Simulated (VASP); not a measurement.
Input of a VASP 6.6.1 run:

The input INCAR:

```
SYSTEM = Ge5P
ALGO = Normal
EDIFF = 1E-7
EDIFFG = -0.04
ENCUT = 600
GGA = PE
IBRION = 2
ISIF = 3
ISMEAR = 0
LASPH = .TRUE.
LCHARG = .FALSE.
LREAL = .FALSE.
LWAVE = .FALSE.
NELM = 80
NSW = 90
PREC = Accurate
SIGMA = 0.1
```

KPOINTS

```
k-points
0
G
  6 6 1
  0 0 0
```

Contents of POSCAR:

```
Ge5P
1.0
    3.3560766700      0.0000000000      0.0000000000
   -1.6780383300      2.9064476500      0.0000000000
    0.0000000000      0.0000000000     15.9184295600
Ge P
5 1
Direct
    0.6666666700      0.3333333300      0.8533704300
    0.0000000000      0.0000000000      0.6760535800
    0.6666666700      0.3333333300      0.5000000000
    0.0000000000      0.0000000000      0.3239464200
    0.6666666700      0.3333333300      0.1466295700
    0.0000000000      0.0000000000      0.0000000000
```

Potentials or basis: VASP PAW PBE potentials, release 64 (Ge_d, P).

Launch:

```bash
$ cat potpaw_PBE.64/Ge_d/POTCAR potpaw_PBE.64/P/POTCAR > POTCAR
$ mpirun -np 1 vasp_std > vasp.out
```

Task: Estimate the space group after relaxing (to 0.1 Å).

Result: P-6m2 (No. 187).

Task: Predict the band gap on the k mesh.

Result: Zero (an odd number of electrons rules out a gap without spin polarisation).

Task: What does it give for the relaxed cell?

Result: a = 3.208 Å, b = 3.208 Å, c = 12.523 Å, α = 90.00°, β = 90.00°, γ = 120.00°.

Task: What does it give for the relaxed volume?

Result: 18.61 Å³/atom.

The path:
```tsv
step	energy change (eV)	largest force (eV/Å)	pressure (GPa)	volume (Å³)
1	0.0000	0.2427	-10.87	155.27
2	-1.7684	0.3247	-2.45	119.06
3	-1.8055	0.4290	-0.26	114.79
4	-1.8058	0.4482	0.11	114.06
5	-1.8529	0.3104	-0.05	113.58
6	-2.0337	0.2263	-0.06	112.01
7	-2.1265	1.1095	1.85	108.31
8	-2.1059	0.7333	0.58	110.14
9	-2.1224	0.8181	0.50	109.62
10	-2.1362	0.9705	1.11	108.98
11	-2.1394	1.0379	1.41	108.65
12	-2.1484	1.0865	1.50	108.67
13	-2.1484	1.0917	1.58	108.67
14	-2.1645	1.0707	1.39	108.93
15	-2.2086	1.0069	0.79	109.73
16	-2.2778	0.8604	-0.34	111.34
17	-2.3411	0.5719	-2.03	114.60
18	-2.3814	0.4604	-1.12	113.26
19	-2.4073	0.5315	0.77	111.07
20	-2.4308	0.4544	0.86	110.76
21	-2.4341	0.4137	0.97	110.59
22	-2.4509	0.2749	-0.04	111.87
23	-2.4542	0.1860	-0.75	112.79
24	-2.4615	0.0887	-0.38	112.26
25	-2.4620	0.0536	-0.21	112.08
26	-2.4636	0.0425	0.01	111.59
27	-2.4636	0.0472	0.16	111.42
28	-2.4636	0.0453	0.14	111.49
29	-2.4636	0.0446	0.10	111.51
30	-2.4636	0.0449	0.09	111.50
31	-2.4639	0.0316	-0.01	111.63
```

Caveat: the k points lie up to 0.50 Å⁻¹ apart in the final cell, too coarse for converged energies and pressures of a metal; the volume moved by over 15 % at a fixed basis, so the end points are rough.
